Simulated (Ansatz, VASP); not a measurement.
**One calculation of Ga, two programs**

```
Ga
1.0
    -1.38301    1.38301    2.23921
     1.38301   -1.38301    2.23921
     1.38301    1.38301   -2.23921
Ga
1
Direct
  0.00000 0.00000 0.00000
```

Alike in both runs: functional LDA; k mesh 20 × 20 × 20; occupations gaussian, width 0.1 eV; no spin polarisation.

Ansatz relaxed the structure, and its values are those at the end. VASP's run is a single point on that final structure, the one shown.

|  | VASP | Ansatz |
| --- | --- | --- |
| version | VASP 6.6.1 | Ansatz 0.2.0 |
| potentials or method | VASP PAW LDA potentials, release 64 (Ga_d), cutoff 520 eV | scalar-relativistic, plane waves, PAW |
| valence electrons in the cell | 13 | 13 |

|  | VASP | Ansatz | Ansatz less VASP |
| --- | --- | --- | --- |
| gap on the k mesh at the Fermi level (eV) | none | none | - |
| pressure (GPa) | 0.0 | 0.0 | +0.02 |

LDA's correlation is that of Perdew and Zunger in VASP and of Perdew and Wang (1992) in Ansatz. A gap of «none» marks a metal or a gap that the smearing closes.
